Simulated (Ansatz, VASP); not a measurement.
# YAl3N4: VASP beside Ansatz

```xyz
8
Lattice="-2.2423 2.2423 4.1600 2.2423 -2.2423 4.1600 2.2423 2.2423 -4.1600" Properties=species:S:1:pos:R:3 pbc="T T T"
Y     0.0000    0.0000    0.0000
Al    0.0000    0.0000    4.1600
Al    0.0000    2.2423    2.0800
Al    2.2423    0.0000    2.0800
N     0.0000    0.0000    6.0600
N     0.0000    0.0000    2.2599
N     0.0000    2.2423    0.0000
N     2.2423    0.0000    0.0000
```

Alike in both runs: functional PBE; k mesh 8 × 8 × 8; occupations gaussian, width 0.02 eV; no spin polarisation.

Ansatz relaxed the structure, and its values are those at the end. VASP's run is a single point on that final structure, the one shown.

```csv
,VASP,Ansatz
version,VASP 6.6.1,Ansatz 0.2.0
potentials or method,"VASP PAW PBE potentials, release 64 (Y_sv, Al, N), cutoff 600 eV","scalar-relativistic, plane waves, PAW"
valence electrons in the cell,40,40
```

Ansatz gave:

```
gap on the k mesh at the Fermi level (eV) : 1.83
pressure (GPa)                            : 0.0
```

Problem. Which values does VASP return?

Solution. gap on the k mesh at the Fermi level (eV): 1.83; pressure (GPa): -0.4.

The functional is the same, so the differences come from potentials, cutoffs and numerics.
